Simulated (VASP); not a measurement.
Si2W, 3 atoms in the cell. Symmetry: I4/mmm, No. 139, tetragonal system. Conventional cell: a = 3.244 Å, b = 3.244 Å, c = 7.880 Å, α = 90.00°, β = 90.00°, γ = 90.00°. Si (site symmetry 4mm) has 5 W at 2.62 to 2.64 Å and 9 Si at 2.63 to 3.24 Å within 3.5 Å. Within 3.5 Å of W (site symmetry 4/mmm) lie 10 Si at 2.62 to 2.64 Å and 4 W at 3.24 Å.  This cell differs from its parent crystal: equal xx and yy strain of +1 %.

| Property | Result |
| --- | --- |
| Program | VASP 6.6.1 |
| Task | single point |
| Functional | PBEsol |
| Potentials or basis | VASP PAW PBE potentials, release 64 (Si, W_sv) |
| Cutoff | 520 eV |
| k mesh | 18 × 18 × 18 |
| Occupations | fermi-dirac, width 0.03 eV |
| Spin | no spin polarisation |
| Dipole correction | no |
| Further INCAR settings | ALGO = Normal; EDIFF = 1e-06; NBANDS = 18 |

Potentials or basis: VASP PAW PBE potentials, release 64 (Si, W_sv).

Launch:

```bash
$ cat potpaw_PBE.64/Si/POTCAR potpaw_PBE.64/W_sv/POTCAR > POTCAR
$ mpirun -np 1 vasp_std > vasp.out
```

Hardware: 1 thread of Intel(R) Xeon(R) Platinum 8559C (Emerald Rapids), on a shared host.

Q: Estimate the wall time of this run.

A: Wall time 6.6 min on 1 thread of Intel(R) Xeon(R) Platinum 8559C (Emerald Rapids), on a shared host, peak memory 0.45 GiB. Counts: scf iterations 12, k points 480.
